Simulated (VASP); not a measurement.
# Ni (Pm-3m) in VASP: a series of runs

The runs below take Ni through single point, with PBEsol.

Program: VASP 6.6.1. These are calculated values, not measurements. Logs are shortened: lines on timing, memory, paths and dates and some standing lists are left out, and cuts for length are marked.

### 1 The cell of the first run

The structure is cubic, space group Pm-3m (No. 221). Conventional cell: a = 2.193 Å, b = 2.193 Å, c = 2.193 Å, α = 90.00°, β = 90.00°, γ = 90.00°. Ni (site symmetry m-3m) has 6 Ni at 2.19 Å within 2.9 Å.

### 2 Single point, PBEsol, collinear spin, ferromagnetic start

The input, INCAR:

```
SYSTEM = Ni
PREC = Accurate ; ENCUT = 520
EDIFF = 1E-6 ; ISMEAR = -1
SIGMA = 0.05 ; LREAL = .False.
LASPH = .True. ; NELM = 150
ALGO = Normal ; ISIF = 2
LWAVE = .False. ; LCHARG = .False.
ISPIN = 2 ; MAGMOM = 1
LORBIT = 11 ; LMAXMIX = 4
GGA = PS ; NBANDS = 15
```

The input, KPOINTS:

```
Automatic mesh
0
Gamma
  18 18 18
  0 0 0
```

The input, POSCAR:

```
Ni
1.0
    2.1931923202      0.0000000000      0.0000000000
    0.0000000000      2.1931923202      0.0000000000
    0.0000000000      0.0000000000      2.1931923202
Ni
1
Direct
    0.0000000000      0.0000000000      0.0000000000
```

Potentials or basis: VASP PAW PBE potentials, release 64 (Ni).

The run is started by

```
cat potpaw_PBE.64/Ni/POTCAR > POTCAR
mpirun -np 1 vasp_std > vasp.out
```

OUTCAR:

```text
SYSTEM = Ni
   PREC = Accurate
   ENCUT = 520
   EDIFF = 1E-6
   ISMEAR = -1
   LREAL = .False.
   LASPH = .True.
   NELM = 150
   ISIF = 2
   ISPIN = 2
   LORBIT = 11
   GGA = PS

 ion  position               nearest neighbor table
   1  0.000  0.000  0.000-

  LATTYP: Found a simple cubic cell.
 ALAT       =     2.1931923202

  Lattice vectors:

 A1 = (   2.1931923202,   0.0000000000,   0.0000000000)
 A2 = (   0.0000000000,   2.1931923202,   0.0000000000)
 A3 = (   0.0000000000,   0.0000000000,   2.1931923202)

Analysis of symmetry for initial positions (statically):
=====================================================================
 Subroutine PRICEL returns:
 Original cell was already a primitive cell.

 Routine SETGRP: Setting up the symmetry group for a
 simple cubic supercell.

 Subroutine GETGRP returns: Found 48 space group operations
 (whereof 48 operations were pure point group operations)
 out of a pool of 48 trial point group operations.

The static configuration has the point symmetry O_h .

Analysis of symmetry for dynamics (positions and initial velocities):
=====================================================================
 Subroutine PRICEL returns:
 Original cell was already a primitive cell.

 Routine SETGRP: Setting up the symmetry group for a
 simple cubic supercell.

 Subroutine GETGRP returns: Found 48 space group operations
 (whereof 48 operations were pure point group operations)
 out of a pool of 48 trial point group operations.

The dynamic configuration has the point symmetry O_h .

Analysis of structural, dynamic, and magnetic symmetry:
=====================================================================
 Subroutine PRICEL returns:
 Original cell was already a primitive cell.

 Routine SETGRP: Setting up the symmetry group for a
 simple cubic supercell.

 Subroutine GETGRP returns: Found 48 space group operations
 (whereof 48 operations were pure point group operations)
 out of a pool of 48 trial point group operations.

The overall configuration has the point symmetry O_h .

 Subroutine INISYM returns: Found 48 space group operations
 (whereof 48 operations are pure point group operations),
 and found     1 'primitive' translations

----------------------------------------------------------------------------------------

                                     Primitive cell

  volume of cell :      10.5495

  direct lattice vectors                    reciprocal lattice vectors
     2.193192320  0.000000000  0.000000000     0.455956366  0.000000000  0.000000000
     0.000000000  2.193192320  0.000000000     0.000000000  0.455956366  0.000000000
     0.000000000  0.000000000  2.193192320     0.000000000  0.000000000  0.455956366

  length of vectors
     2.193192320  2.193192320  2.193192320     0.455956366  0.455956366  0.455956366

  position of ions in fractional coordinates (direct lattice)
     0.000000000  0.000000000  0.000000000

  ion indices of the primitive-cell ions
   primitive index   ion index
                 1           1

----------------------------------------------------------------------------------------

 KPOINTS: Automatic mesh

Automatic generation of k-mesh.
 Grid dimensions read from file:
 generate k-points for:   18   18   18

 Generating k-lattice:

  Cartesian coordinates                     Fractional coordinates (reciprocal lattice)
     0.025330909  0.000000000  0.000000000     0.055555556  0.000000000  0.000000000
     0.000000000  0.025330909  0.000000000     0.000000000  0.055555556  0.000000000
     0.000000000  0.000000000  0.025330909     0.000000000  0.000000000  0.055555556

  Length of vectors
     0.025330909  0.025330909  0.025330909

  Shift w.r.t. Gamma in fractional coordinates (k-lattice)
     0.000000000  0.000000000  0.000000000

 Subroutine IBZKPT returns following result:
 ===========================================

 Found    220 irreducible k-points:

 Following reciprocal coordinates:
            Coordinates               Weight
  0.000000  0.000000  0.000000      1.000000
  0.055556  0.000000  0.000000      6.000000
  0.111111  0.000000  0.000000      6.000000
  0.166667  0.000000  0.000000      6.000000
  0.222222  0.000000  0.000000      6.000000
  0.277778  0.000000  0.000000      6.000000
[... 16 lines left out ...]
  0.277778  0.111111  0.000000     24.000000
  0.333333  0.111111  0.000000     24.000000
 [... further k-points ...]
   k-points           NKPTS =    220   k-points in BZ     NKDIM =    220   number of bands    NBANDS=     15
   number of dos      NEDOS =    301   number of ions     NIONS =      1
   total plane-waves  NPLWV =   4096
   dimension x,y,z NGX =    16 NGY =   16 NGZ =   16
   dimension x,y,z NGXF=    32 NGYF=   32 NGZF=   32
   ions per type =               1
   NGX,Y,Z   is equivalent  to a cutoff of  12.13, 12.13, 12.13 a.u.
   NGXF,Y,Z  is equivalent  to a cutoff of  24.26, 24.26, 24.26 a.u.
 SYSTEM =  Ni
   PREC   = accura    normal or accurate (medium, high low for compatibility)
   ISTART =      0    job   : 0-new  1-cont  2-samecut
   ICHARG =      2    charge: 1-file 2-atom 10-const
   ISPIN  =      2    spin polarized calculation?
   LNONCOLLINEAR =      F non collinear calculations
   LSORBIT =      F    spin-orbit coupling
   LASPH  =      T    aspherical Exc in radial PAW
   ENCUT  =  520.0 eV  38.22 Ry    6.18 a.u.   4.08  4.08  4.08*2*pi/ulx,y,z
   NELM   =    150;   NELMIN=  2; NELMDL= -5     # of ELM steps
   EDIFF  = 0.1E-05   stopping-criterion for ELM
   LREAL  =      F    real-space projection
   EDIFFG = 0.1E-04   stopping-criterion for IOM
   NSW    =      0    number of steps for IOM
   IBRION =     -1    ionic relax: 0-MD 1-quasi-New 2-CG
   NFREE  =      0    steps in history (QN), initial steepest desc. (CG)
   ISIF   =      2    stress and relaxation
   ISYM   =      2    0-nonsym 1-usesym 2-fastsym
   POTIM  = 0.5000    time-step for ionic-motion
   TEBEG  =    0.0;   TEEND  =   0.0 temperature during run
   PSTRESS=    0.0 pullay stress
   NELECT =      10.0000    total number of electrons
   NUPDOWN=      -1.0000    fix difference up-down
   EMIN   =  10.00;   EMAX   =-10.00  energy-range for DOS
   EFERMI =   0.00;   METHOD = LEGACY
   ISMEAR =    -1;   SIGMA  =   0.05  broadening in eV -4-tet -1-fermi 0-gaus
   EFERMI_NEDOS =   21; number of points for ismear=-14 and -15
   IALGO  =     38    algorithm
   IMIX   =      4    mixing-type and parameters
     AMIX     =   0.40;   BMIX     =  1.00
     AMIX_MAG =   1.60;   BMIX_MAG =  1.00
  volume/ion in A,a.u.               =      10.55        71.19
  Fermi-wavevector in a.u.,A,eV,Ry     =   1.608168  3.038997 35.187451  2.586205
  Thomas-Fermi vector in A             =   2.704081
   LORBIT       =     11    0 simple, 1 ext, 2 COOP (PROOUT), +10 PAW based schemes
   GGA     = PS    functional components
   LHFCALC =     F    Hartree Fock is set to
   AEXX    =    0.0000 exact exchange contribution
   IVDW    =     0    specifies the selected vdW correction
   LEPSILON=     F    determine dielectric tensor
   LRPA    =     F    only Hartree local field effects (RPA)
 spin polarized calculation
  energy-cutoff  :      520.00
  volume of cell :       10.55
 maximum number of plane-waves:       300
   NGX =  9   NGY =  9   NGZ =  9

 number of electron      10.0000028 magnetization       0.3968069

 Free energy of the ion-electron system (eV)
  ---------------------------------------------------
  ext. energy  EPLUGINS =         0.00000000
  ---------------------------------------------------
  free energy    TOTEN  =        -5.27095315 eV

  energy without entropy =       -5.25751421  energy(sigma->0) =       -5.26423368

 E-fermi :   9.6840     XC(G=0): -13.5213

 val. band max:        9.6839245008   @ k =   0.2778   0.1667   0.0556
 cond. band min:       9.6864514442   @ k =   0.2778   0.2778   0.1111
 fundamental gap:      0.0025269433
 Fermi energy:         9.6839807193

 spin component 1

 k-point     1 :       0.0000    0.0000    0.0000
  band No.  band energies     occupation
      1       0.4679      1.00000
      2       5.2812      1.00000
      3       5.2812      1.00000
      4       9.4940      0.97812
      5       9.4940      0.97812
      6       9.4940      0.97812
      7      31.2885      0.00000
      8      31.2885      0.00000
      9      31.2885      0.00000
     10      35.5836      0.00000
     11      35.5836      0.00000
     12      40.5783      0.00000
     13      55.0517      0.00000
     14      55.0517      0.00000
     15      55.9885      0.00000
[... 397 lines left out ...]
 k-point    24 :       0.3333    0.1111    0.0000
  band No.  band energies     occupation
      1       3.9437      1.00000
      2       5.8705      1.00000
      3       6.8277      1.00000
      4       8.4721      1.00000
      5       8.5689      1.00000
      6       9.4290      0.99394
      7      18.2007      0.00000
      8      30.9622      0.00000
      9      36.4557      0.00000
     10      37.2803      0.00000
     11      40.0562      0.00000
     12      44.8166      0.00000
     13      47.3794      0.00000
     14      47.9677      0.00000
     15      54.4108      0.00000

 [... further k-points ...]

 spin component 2

 k-point     1 :       0.0000    0.0000    0.0000
  band No.  band energies     occupation
      1       0.5048      1.00000
      2       5.5667      1.00000
      3       5.5667      1.00000
      4      10.0014      0.00175
      5      10.0014      0.00175
      6      10.0014      0.00175
      7      31.3627      0.00000
      8      31.3627      0.00000
      9      31.3627      0.00000
     10      35.6648      0.00000
     11      35.6648      0.00000
     12      40.6129      0.00000
     13      55.0995      0.00000
     14      55.0995      0.00000
     15      55.0995      0.00000
[... 397 lines left out ...]
 k-point    24 :       0.3333    0.1111    0.0000
  band No.  band energies     occupation
      1       4.0251      1.00000
      2       6.1669      1.00000
      3       7.0884      1.00000
      4       8.9498      1.00000
      5       8.9939      1.00000
      6       9.9344      0.00664
      7      18.3462      0.00000
      8      31.0441      0.00000
      9      36.5542      0.00000
     10      37.2989      0.00000
     11      40.1318      0.00000
     12      44.8896      0.00000
     13      47.4668      0.00000
     14      48.0374      0.00000
     15      54.8104      0.00000

 [... further k-points ...]
[... 5 lines left out ...]
  --------------------------------------------------------------------------------------
  -------------------------------------------------------------------------------------
  Total        1.8801251      1.8801251      1.8801251      0.0000000      0.0000000      0.0000000
  in kB      285.5401545    285.5401545    285.5401545      0.0000000      0.0000000      0.0000000
  external PRESSURE =     285.5401545 kB  Pullay stress =       0.0000000 kB

 VOLUME and BASIS-vectors are now :
 -----------------------------------------------------------------------------
  energy-cutoff  :      520.00
  volume of cell :       10.55
      direct lattice vectors                 reciprocal lattice vectors
     2.193192320  0.000000000  0.000000000     0.455956366  0.000000000  0.000000000
     0.000000000  2.193192320  0.000000000     0.000000000  0.455956366  0.000000000
     0.000000000  0.000000000  2.193192320     0.000000000  0.000000000  0.455956366

 POSITION                                       TOTAL-FORCE (eV/Angst)
 -----------------------------------------------------------------------------------
      0.00000      0.00000      0.00000         0.000000      0.000000      0.000000
 -----------------------------------------------------------------------------------
    total drift:                               -0.000000      0.000000      0.000000

  FREE ENERGIE OF THE ION-ELECTRON SYSTEM (eV)
  ---------------------------------------------------
  free  energy   TOTEN  =        -5.2709531533 eV

  energy  without entropy=       -5.2575142096  energy(sigma->0) =       -5.26423368

 total charge

# of ion       s       p       d       tot
------------------------------------------
    1        0.586   0.527   8.451   9.565

 magnetization (x)

# of ion       s       p       d       tot
------------------------------------------
    1        0.001   0.000   0.393   0.395
```

Wall time 31 s (1 thread of Intel Xeon Platinum 8488C (Sapphire Rapids), shared host); peak memory 0.16 GiB.

What came out:

```
Free energy                                           : -5.2710 eV
Pressure                                              : 28.6 GPa
Net moment                                            : 0.40 μB per cell
Site moments                                          : Ni +0.40 μB
Valence electrons inside the program's atomic spheres : Ni 9.56
```

Levels at points of the mesh, in eV from the Fermi level:
Spin up:
```
           k point  band 3  band 4  band 5  band 6  band 7  band 8
(0.00, 0.00, 0.00)   -4.40   -0.19   -0.19   -0.19   21.60   21.60
(0.50, 0.00, 0.00)   -1.61   -1.56   -1.56   -0.07    4.64   26.19
(0.50, 0.50, 0.00)   -1.28   -1.28    0.77    5.66    5.66   12.41
(0.50, 0.50, 0.50)   -4.04    0.85    0.85   13.49   13.49   13.49
```
Spin down:
```csv
k point,band 2,band 3,band 4,band 5,band 6,band 7,band 8,band 9
"(0.00, 0.00, 0.00)",-4.12,-4.12,0.32,0.32,0.32,21.68,21.68,21.68
"(0.50, 0.00, 0.00)",-3.54,-1.59,-1.09,-1.09,0.44,4.89,26.17,29.36
"(0.50, 0.50, 0.00)",-3.05,-0.80,-0.80,1.15,5.71,5.71,12.58,13.90
"(0.50, 0.50, 0.50)",-3.66,-3.66,1.22,1.22,13.57,13.57,13.57,14.27
```

Caveat: the PAW data sets were made with another functional, which shifts forces and pressure a little.

### 3 Single point, PBEsol, collinear spin, ferromagnetic start

The input, INCAR:

```
PREC = Accurate ; ENCUT = 520
EDIFF = 1E-6 ; ISMEAR = -1
SIGMA = 0.05 ; LREAL = False
LASPH = True ; NELM = 150
ALGO = Normal ; ISIF = 2
LWAVE = False ; LCHARG = True
ISPIN = 2 ; MAGMOM = 1
LORBIT = 11 ; LMAXMIX = 4
GGA = PS ; LELF = True
LVHAR = True ; NBANDS = 15
```

The input, KPOINTS:

```
regular mesh
0
Gamma
  18 18 18
```

The input, POSCAR:

```
Ni
1.0
    2.1935194656      0.0000000000      0.0000000000
    0.0000000000      2.1935194656      0.0000000000
    0.0000000000      0.0000000000      2.1935194656
Ni
1
Direct
    0.0000000000      0.0000000000      0.0000000000
```

Potentials or basis: VASP PAW PBE potentials, release 64 (Ni).

The run is started by

```
cat potpaw_PBE.64/Ni/POTCAR > POTCAR
mpirun -np 1 vasp_std > vasp.out
```

Wall time 39 s (1 thread of Intel Xeon Platinum 8488C (Sapphire Rapids), shared host); peak memory 0.16 GiB.

Results (log left out):

| Property | Result |
| --- | --- |
| Free energy | -5.2718 eV |
| Pressure | 28.4 GPa |
| Net moment | 0.40 μB per cell |
| Site moments | Ni +0.40 μB |
| Valence electrons inside the program's atomic spheres | Ni 9.56 |

Levels at points of the mesh, in eV from the Fermi level:
Spin up:
| k point | band 1 | band 2 | band 3 | band 4 | band 5 | band 6 | band 7 | band 8 | band 9 | band 10 |
| --- | --- | --- | --- | --- | --- | --- | --- | --- | --- | --- |
| (0.00, 0.00, 0.00) | -9.21 | -4.40 | -4.40 | -0.19 | -0.19 | -0.19 | 21.60 | 21.60 | 21.60 | 25.89 |
| (0.50, 0.00, 0.00) | -4.61 | -3.84 | -1.61 | -1.56 | -1.56 | -0.07 | 4.63 | 26.18 | 29.34 | 30.22 |
| (0.50, 0.50, 0.00) | -5.26 | -3.34 | -1.28 | -1.28 | 0.77 | 5.66 | 5.66 | 12.41 | 13.71 | 34.08 |
| (0.50, 0.50, 0.50) | -4.04 | -4.04 | -4.04 | 0.85 | 0.85 | 13.48 | 13.48 | 13.48 | 14.30 | 18.89 |
Spin down:
| k point | band 1 | band 2 | band 3 | band 4 | band 5 | band 6 | band 7 | band 8 | band 9 | band 10 |
| --- | --- | --- | --- | --- | --- | --- | --- | --- | --- | --- |
| (0.00, 0.00, 0.00) | -9.18 | -4.11 | -4.11 | 0.32 | 0.32 | 0.32 | 21.67 | 21.67 | 21.67 | 25.97 |
| (0.50, 0.00, 0.00) | -4.43 | -3.54 | -1.59 | -1.09 | -1.09 | 0.44 | 4.89 | 26.17 | 29.35 | 30.33 |
| (0.50, 0.50, 0.00) | -4.95 | -3.05 | -0.80 | -0.80 | 1.15 | 5.71 | 5.71 | 12.58 | 13.90 | 34.09 |
| (0.50, 0.50, 0.50) | -3.66 | -3.66 | -3.66 | 1.22 | 1.22 | 13.57 | 13.57 | 13.57 | 14.26 | 19.04 |

Caveat: the PAW data sets were made with another functional, which shifts forces and pressure a little.
